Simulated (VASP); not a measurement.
# Al (P6_3/mmc) in VASP: notebook, part 2 of 2

VASP 6.6.1.

## Step 3: Single point, PBE (volume scaled by 0.4)

INCAR

```
PREC     = Accurate       # precision mode
ENCUT    = 520            # plane-wave cutoff, eV
EDIFF    = 1E-6           # SCF threshold, eV
ISMEAR   = -1             # smearing method
SIGMA    = 0.05           # smearing width, eV
LREAL    = F              # projectors in reciprocal space
LASPH    = T              # aspherical terms in the spheres
NELM     = 60             # most SCF steps
ALGO     = Normal         # electronic algorithm
ISIF     = 2              # what is computed and relaxed
LWAVE    = F              # write WAVECAR
LCHARG   = T              # write CHGCAR
GGA      = PE             # functional
LELF     = T              # ELF
LVHAR    = T            
NBANDS   = 14             # bands
```

KPOINTS

```
Automatic mesh
0
Gamma
  10 10 7
```

POSCAR

```
Al
1.0
    2.2513122257      0.0000000000      0.0000000000
   -1.1256561128      1.9496935793      0.0000000000
    0.0000000000      0.0000000000      7.3148510887
Al
4
Direct
    0.0000000000      0.0000000000      0.0000000000
    0.0000000000      0.0000000000      0.5000000000
    0.3333333333      0.6666666667      0.2500000000
    0.6666666667      0.3333333333      0.7500000000
```

Potentials or basis: VASP PAW PBE potentials, release 64 (Al).

Launch:

```bash
cat potpaw_PBE.64/Al/POTCAR > POTCAR
mpirun -np 1 vasp_std > vasp.out
```

OUTCAR:

```text
PREC = Accurate
   ENCUT = 520
   EDIFF = 1E-6
   ISMEAR = -1
   LREAL = F
   LASPH = T
   NELM = 60
   ISIF = 2
   GGA = PE

 ion  position               nearest neighbor table
   1  0.000  0.000  0.000-   3 2.24   4 2.24   3 2.24   4 2.24   4 2.24   3 2.24   4 3.18   3 3.18
                             3 3.18   4 3.18   3 3.18   4 3.18
   2  0.000  0.000  0.500-   3 2.24   4 2.24   3 2.24   4 2.24   4 2.24   3 2.24   4 3.18   3 3.18
                             3 3.18   4 3.18   3 3.18   4 3.18
   3  0.333  0.667  0.250-   1 2.24   2 2.24   1 2.24   2 2.24   1 2.24   2 2.24   1 3.18   2 3.18
                             1 3.18   2 3.18   1 3.18   2 3.18
   4  0.667  0.333  0.750-   1 2.24   2 2.24   1 2.24   2 2.24   1 2.24   2 2.24   1 3.18   2 3.18
                             1 3.18   2 3.18   1 3.18   2 3.18

  LATTYP: Found a hexagonal cell.
 ALAT       =     2.2513122257
 C/A-ratio  =     3.2491499869

  Lattice vectors:

 A1 = (   2.2513122257,   0.0000000000,   0.0000000000)
 A2 = (  -1.1256561128,   1.9496935793,   0.0000000000)
 A3 = (   0.0000000000,   0.0000000000,   7.3148510887)

Analysis of symmetry for initial positions (statically):
=====================================================================
 Subroutine PRICEL returns:
 Original cell was already a primitive cell.

 Routine SETGRP: Setting up the symmetry group for a
 hexagonal supercell.

 Subroutine GETGRP returns: Found 24 space group operations
 (whereof 12 operations were pure point group operations)
 out of a pool of 24 trial point group operations.

The static configuration has the point symmetry D_3d.
 The point group associated with its full space group is D_6h.

Analysis of symmetry for dynamics (positions and initial velocities):
=====================================================================
 Subroutine PRICEL returns:
 Original cell was already a primitive cell.

 Routine SETGRP: Setting up the symmetry group for a
 hexagonal supercell.

 Subroutine GETGRP returns: Found 24 space group operations
 (whereof 12 operations were pure point group operations)
[... 142 lines left out ...]
 NGX is ok and might be reduce to    18
   NGX =  9   NGY =  9   NGZ = 27

 number of electron      12.0000000 magnetization

 Free energy of the ion-electron system (eV)
  ---------------------------------------------------
  ext. energy  EPLUGINS =         0.00000000
  ---------------------------------------------------
  free energy    TOTEN  =        -0.36173974 eV

  energy without entropy =       -0.35013904  energy(sigma->0) =       -0.35593939

 E-fermi :  17.7373     XC(G=0): -13.1527

 val. band max:       17.7319068111   @ k =   0.0000   0.0000   0.4286
 cond. band min:      17.7686851512   @ k =   0.3000   0.1000   0.0000
 fundamental gap:      0.0367783401
 Fermi energy:        17.7373120717

 k-point     1 :       0.0000    0.0000    0.0000
  band No.  band energies     occupation
      1       1.0330      2.00000
      2       3.7159      2.00000
      3       3.7417      2.00000
      4      10.3851      2.00000
      5      12.4454      2.00000
      6      23.1257      0.00000
      7      23.1826      0.00000
      8      33.2700      0.00000
      9      33.2700      0.00000
     10      34.2786      0.00000
     11      34.2786      0.00000
     12      34.2795      0.00000
     13      34.2795      0.00000
     14      35.0455      0.00000
[... 377 lines left out ...]
      1       8.7150      2.00000
      2      10.3537      2.00000
      3      11.4687      2.00000
      4      12.3830      2.00000
      5      14.2671      2.00000
      6      15.4434      2.00000
      7      16.6829      2.00000
      8      19.4223      0.00000
      9      20.0048      0.00000
     10      21.6941      0.00000
     11      24.5954      0.00000
     12      26.5753      0.00000
     13      27.3222      0.00000
     14      29.5043      0.00000

 [... further k-points ...]

------------------------ aborting loop because EDIFF is reached ----------------------------------------

  FORCE on cell =-STRESS in cart. coord.  units (eV):
  Direction    XX          YY          ZZ          XY          YZ          ZX
  --------------------------------------------------------------------------------------
  -------------------------------------------------------------------------------------
  Total       50.6025563     50.6025563     50.6256502      0.0000000      0.0000000      0.0000000
  in kB     2525.0818408   2525.0818408   2526.2342295      0.0000001      0.0000000      0.0000000
  external PRESSURE =    2525.4659704 kB  Pullay stress =       0.0000000 kB

 VOLUME and BASIS-vectors are now :
 -----------------------------------------------------------------------------
  energy-cutoff  :      520.00
  volume of cell :       32.11
      direct lattice vectors                 reciprocal lattice vectors
     2.251312226  0.000000000  0.000000000     0.444185390  0.256450555  0.000000000
    -1.125656113  1.949693579  0.000000000     0.000000000  0.512901109  0.000000000
     0.000000000  0.000000000  7.314851089     0.000000000  0.000000000  0.136708183

 POSITION                                       TOTAL-FORCE (eV/Angst)
 -----------------------------------------------------------------------------------
      0.00000      0.00000      0.00000        -0.000000      0.000000     -0.000000
      0.00000      0.00000      3.65743        -0.000000      0.000000     -0.000000
     -0.00000      1.29980      1.82871        -0.000000      0.000000      0.000000
      1.12566      0.64990      5.48614         0.000000     -0.000000     -0.000000
 -----------------------------------------------------------------------------------
    total drift:                               -0.000000      0.000000     -0.000000

  FREE ENERGIE OF THE ION-ELECTRON SYSTEM (eV)
  ---------------------------------------------------
  free  energy   TOTEN  =        -0.3617397389 eV

  energy  without entropy=       -0.3501390424  energy(sigma->0) =       -0.35593939
```

OSZICAR:

```text
N       E                     dE             d eps       ncg     rms          rms(c)
DAV:   1     0.295720258350E+02    0.29572E+02   -0.47930E+03  1576   0.706E+02
DAV:   2    -0.180363185696E+00   -0.29752E+02   -0.27838E+02  2104   0.122E+02
DAV:   3    -0.957423599089E+00   -0.77706E+00   -0.77279E+00  2034   0.161E+01
DAV:   4    -0.961216421456E+00   -0.37928E-02   -0.37925E-02  1850   0.137E+00
DAV:   5    -0.961249572193E+00   -0.33151E-04   -0.33150E-04  2072   0.129E-01    0.809E+00
DAV:   6    -0.586363927803E+00    0.37489E+00   -0.10422E-02  1760   0.815E-01    0.456E+00
DAV:   7    -0.363893918074E+00    0.22247E+00   -0.29515E-02  1628   0.133E+00    0.848E-01
DAV:   8    -0.363852491016E+00    0.41427E-04   -0.22732E-04  2166   0.117E-01    0.903E-01
DAV:   9    -0.362543843133E+00    0.13086E-02   -0.21347E-04  1844   0.808E-02    0.216E-01
DAV:  10    -0.361754325427E+00    0.78952E-03   -0.15818E-04  1706   0.857E-02    0.176E-01
DAV:  11    -0.361740452874E+00    0.13873E-04   -0.41402E-06  2032   0.148E-02    0.120E-01
DAV:  12    -0.361739738948E+00    0.71393E-06   -0.32225E-07  1060   0.350E-03
   1 F= -.36173974E+00 E0= -.35593939E+00  d E =-.116007E-01
```

Run time: 24 s. Hardware: 1 thread of Intel Xeon Platinum 8488C (Sapphire Rapids), shared host; peak memory 0.14 GiB.

Results:

```
Free energy            : -0.3617 eV
Pressure               : 252.5 GPa
Band gap on the k mesh : zero (band 6 reaches 23.36 eV, above the bottom of band 7 at 16.00 eV)
```

Stress tensor (GPa, compression positive):
```
252.51   0.00   0.00
  0.00 252.51   0.00
  0.00   0.00 252.62
```

Levels at points of the mesh, in eV from the Fermi level:
```
           k point  band 2  band 3  band 4  band 5  band 6  band 7  band 8  band 9
(0.00, 0.00, 0.00)  -14.02  -14.00   -7.35   -5.29    5.39    5.45   15.53   15.53
(0.50, 0.00, 0.00)   -7.58   -6.11   -5.64   -4.45   -4.08    0.50    0.93    2.75
```

Caveat: the cell differs from its parent crystal (volume scaled by 0.4).

## Step 4: Single point, PBE

This run uses another cell than the first one, of 9.03 Å³/atom, 1.125 times its volume.

INCAR

```
  PREC = Accurate
  ENCUT = 520
  EDIFF = 1E-7
  ISMEAR = -1
  SIGMA = 0.05
  LREAL = False
  LASPH = True
  NELM = 80
  ALGO = Normal
  ISIF = 2
  LWAVE = False
  LCHARG = True
  GGA = PE
  LELF = True
  LVHAR = True
  NBANDS = 14
```

KPOINTS

```
regular mesh
0
Gamma
  10 10 7
```

POSCAR

```
Al
1.0
    2.3416975800      0.0000000000      0.0000000000
   -1.1708487900      2.0279695922      0.0000000000
    0.0000000000      0.0000000000      7.6062020403
Al
4
Direct
    0.0000000000      0.0000000000      0.0000000000
    0.0000000000      0.0000000000      0.5000000000
    0.3333333333      0.6666666667      0.2500000000
    0.6666666667      0.3333333333      0.7500000000
```

Launch:

```bash
cat potpaw_PBE.64/Al/POTCAR > POTCAR
mpirun -np 1 vasp_std > vasp.out
```

Wall time 33 s (1 thread of Intel Xeon Platinum 8488C (Sapphire Rapids), shared host); peak memory 0.15 GiB.

Results (log left out):

```yaml
Free_energy: -5.5490 eV
Pressure: 167.8 GPa
Band_gap_on_the_k_mesh: zero (band 6 reaches 21.11 eV, above the bottom of band 7 at 14.22 eV)
```

Stress tensor (GPa, compression positive):
```
167.53   0.00   0.00
  0.00 167.53   0.00
  0.00   0.00 168.33
```

Levels at points of the mesh, in eV from the Fermi level:
```tsv
k point	band 3	band 4	band 5	band 6	band 7	band 8	band 9	band 10
(0.00, 0.00, 0.00)	-13.20	-6.91	-5.11	5.07	5.11	14.74	14.74	15.53
(0.50, 0.00, 0.00)	-5.77	-5.41	-4.21	-3.91	0.68	0.88	2.70	2.94
```

## Step 5: Single point, PBE

This run uses another cell than the first one, of 13.04 Å³/atom, 1.625 times its volume.

INCAR

```
SYSTEM = Al
PREC = Accurate
ENCUT = 520
EDIFF = 1E-6
ISMEAR = -1
SIGMA = 0.05
LREAL = .False.
LASPH = .True.
NELM = 80
ALGO = Normal
ISIF = 2
LWAVE = .False.
LCHARG = .False.
GGA = PE
NBANDS = 14
```

KPOINTS

```
regular mesh
0
Gamma
  10 10 7
  0 0 0
```

POSCAR

```
Al
1.0
    3.5847388343      0.0000000000      0.0000000000
   -1.7923694172      3.1044748965      0.0000000000
    0.0000000000      0.0000000000      4.6882986930
Al
4
Direct
    0.0000000000      0.0000000000      0.0000000000
    0.0000000000      0.0000000000      0.5000000000
    0.3333333333      0.6666666667      0.2500000000
    0.6666666667      0.3333333333      0.7500000000
```

Potentials or basis: VASP PAW PBE potentials, release 64 (Al).

Launch:

```bash
cat potpaw_PBE.64/Al/POTCAR > POTCAR
mpirun -np 1 vasp_std > vasp.out
```

OUTCAR:

```text
SYSTEM = Al
   PREC = Accurate
   ENCUT = 520
   EDIFF = 1E-6
   ISMEAR = -1
   LREAL = .False.
   LASPH = .True.
   NELM = 80
   ISIF = 2
   GGA = PE

 ion  position               nearest neighbor table
   1  0.000  0.000  0.000-   2 2.34   2 2.34   4 2.38   3 2.38   4 2.38   3 2.38   4 2.38   3 2.38

   2  0.000  0.000  0.500-   1 2.34   1 2.34   4 2.38   3 2.38   4 2.38   3 2.38   4 2.38   3 2.38

   3  0.333  0.667  0.250-   1 2.38   2 2.38   1 2.38   2 2.38   1 2.38   2 2.38   4 3.13   4 3.13
                             4 3.13   4 3.13   4 3.13   4 3.13
   4  0.667  0.333  0.750-   1 2.38   2 2.38   1 2.38   2 2.38   1 2.38   2 2.38   3 3.13   3 3.13
                             3 3.13   3 3.13   3 3.13   3 3.13

  LATTYP: Found a hexagonal cell.
 ALAT       =     3.5847388343
 C/A-ratio  =     1.3078494445

  Lattice vectors:

 A1 = (   3.5847388343,   0.0000000000,   0.0000000000)
 A2 = (  -1.7923694172,   3.1044748965,   0.0000000000)
 A3 = (   0.0000000000,   0.0000000000,   4.6882986930)

Analysis of symmetry for initial positions (statically):
=====================================================================
 Subroutine PRICEL returns:
 Original cell was already a primitive cell.

 Routine SETGRP: Setting up the symmetry group for a
[... 188 lines left out ...]
      6      11.7029      0.00000
      7      11.7029      0.00000
      8      13.4756      0.00000
      9      15.7965      0.00000
     10      15.7965      0.00000
     11      16.0100      0.00000
     12      17.0097      0.00000
     13      17.0097      0.00000
     14      17.1975      0.00000
[... 377 lines left out ...]
      1       0.8152      2.00000
      2       2.5361      2.00000
      3       5.2102      2.00000
      4       6.5856      2.00000
      5       6.9405      2.00000
      6       9.0017      2.00000
      7      10.3812      1.37334
      8      11.2931      0.00000
      9      11.5711      0.00000
     10      14.3787      0.00000
     11      16.3187      0.00000
     12      18.8792      0.00000
     13      19.6619      0.00000
     14      21.2858      0.00000

 [... further k-points ...]
[... 5 lines left out ...]
  --------------------------------------------------------------------------------------
  -------------------------------------------------------------------------------------
  Total       20.5135533     20.5135533     20.5676381     -0.0000000      0.0000000      0.0000000
  in kB      629.9274460    629.9274460    631.5882751     -0.0000000      0.0000000      0.0000000
  external PRESSURE =     630.4810557 kB  Pullay stress =       0.0000000 kB

 VOLUME and BASIS-vectors are now :
 -----------------------------------------------------------------------------
  energy-cutoff  :      520.00
  volume of cell :       52.17
      direct lattice vectors                 reciprocal lattice vectors
     3.584738834  0.000000000  0.000000000     0.278960350  0.161057833  0.000000000
    -1.792369417  3.104474897  0.000000000     0.000000000  0.322115666  0.000000000
     0.000000000  0.000000000  4.688298693     0.000000000  0.000000000  0.213296990

 POSITION                                       TOTAL-FORCE (eV/Angst)
 -----------------------------------------------------------------------------------
      0.00000      0.00000      0.00000        -0.000000      0.000000     -0.000000
      0.00000      0.00000      2.34415        -0.000000      0.000000     -0.000000
     -0.00000      2.06965      1.17207         0.000000      0.000000     -0.000000
      1.79237      1.03482      3.51622        -0.000000     -0.000000      0.000000
 -----------------------------------------------------------------------------------
    total drift:                               -0.000000      0.000000     -0.000000

  FREE ENERGIE OF THE ION-ELECTRON SYSTEM (eV)
  ---------------------------------------------------
  free  energy   TOTEN  =       -10.2270057846 eV

  energy  without entropy=      -10.2147895629  energy(sigma->0) =      -10.22089767
```

OSZICAR:

```text
N       E                     dE             d eps       ncg     rms          rms(c)
DAV:   1     0.155707384274E+02    0.15571E+02   -0.44199E+03  1568   0.679E+02
DAV:   2    -0.964686791534E+01   -0.25218E+02   -0.23585E+02  2020   0.102E+02
DAV:   3    -0.104717140696E+02   -0.82485E+00   -0.82016E+00  2084   0.154E+01
DAV:   4    -0.104785890314E+02   -0.68750E-02   -0.68744E-02  1838   0.174E+00
DAV:   5    -0.104786889612E+02   -0.99930E-04   -0.99928E-04  2100   0.212E-01    0.441E+00
DAV:   6    -0.102968341007E+02    0.18185E+00   -0.11217E-01  1856   0.155E+00    0.263E+00
DAV:   7    -0.102284983884E+02    0.68336E-01   -0.11872E-01  1904   0.167E+00    0.334E-01
DAV:   8    -0.102270649560E+02    0.14334E-02   -0.10472E-02  1898   0.560E-01    0.260E-01
DAV:   9    -0.102270938208E+02   -0.28865E-04   -0.33994E-04  1982   0.110E-01    0.751E-02
DAV:  10    -0.102270044818E+02    0.89339E-04   -0.21641E-04  1904   0.678E-02    0.672E-02
DAV:  11    -0.102270059526E+02   -0.14708E-05   -0.13093E-05  2072   0.195E-02    0.406E-02
DAV:  12    -0.102270057846E+02    0.16804E-06   -0.30236E-07  1096   0.334E-03
   1 F= -.10227006E+02 E0= -.10220898E+02  d E =-.122162E-01
```

Wall time 32 s (1 thread of Intel Xeon Platinum 8488C (Sapphire Rapids), shared host); peak memory 0.17 GiB.

What came out:

* Free energy: -10.2270 eV
* Pressure: 63.0 GPa
* Band gap on the k mesh: zero (band 6 reaches 12.11 eV, above the bottom of band 7 at 8.52 eV)

Stress tensor (GPa, compression positive):
```
62.99  0.00  0.00
 0.00 62.99  0.00
 0.00  0.00 63.16
```

## Step 6: Summary

| cell | gap on the mesh (eV) | pressure (GPa) |
| --- | --- | --- |
| a = 2.251, b = 2.251, c = 7.315 Å, angles 90.0, 90.0, 120.0°, 4 atoms | none | 252.5 |
| a = 2.342, b = 2.342, c = 7.606 Å, angles 90.0, 90.0, 120.0°, 4 atoms | none | 167.8 |
| a = 3.585, b = 3.585, c = 4.688 Å, angles 90.0, 90.0, 120.0°, 4 atoms | none | 63.0 |

Alike in all rows: task single point; level PBE; potentials or basis VASP PAW PBE potentials, release 64 (Al); no spin polarisation; k mesh 10 × 10 × 7; cutoff (eV) 520; smearing fermi-dirac 0.05 eV.

Total energies depend on the potentials used, so only differences within one code and one set of settings carry meaning.
